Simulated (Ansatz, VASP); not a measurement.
**One calculation of P, two programs**

```
CELL_PARAMETERS angstrom
3.28373 0.00000 0.00000
0.00000 34.85703 0.00000
0.00000 0.00000 4.63208
ATOMIC_POSITIONS crystal
P 0.50000 0.97026 0.90785
P 0.50000 0.02974 0.09215
P 0.00000 0.02974 0.40785
P 0.00000 0.97026 0.59215
```

Alike in both runs: functional LDA; k mesh 8 × 1 × 6; occupations fermi-dirac, width 0.05 eV; no spin polarisation.

|  | VASP | Ansatz |
| --- | --- | --- |
| version | VASP 6.6.1 | Ansatz 0.2.0 |
| potentials or method | VASP PAW LDA potentials, release 64 (P) | Ansatz PAW |
| plane-wave cutoff (eV) | 520 | 420 |
| valence electrons in the cell | 20 | 20 |
| task | single point | band structure |

```tsv
	VASP	Ansatz	Ansatz less VASP
gap on the k mesh at the Fermi level (eV)	0.85	0.84	-0.013
least direct gap on the mesh (eV)	0.85	0.84	-0.013
rms of the force components (eV/Å)	0.087	0.099	+0.0120
```

LDA's correlation is that of Perdew and Zunger in VASP and of Perdew and Wang (1992) in Ansatz. Atom by atom the forces differ by 0.025 eV/Å (rms over components).
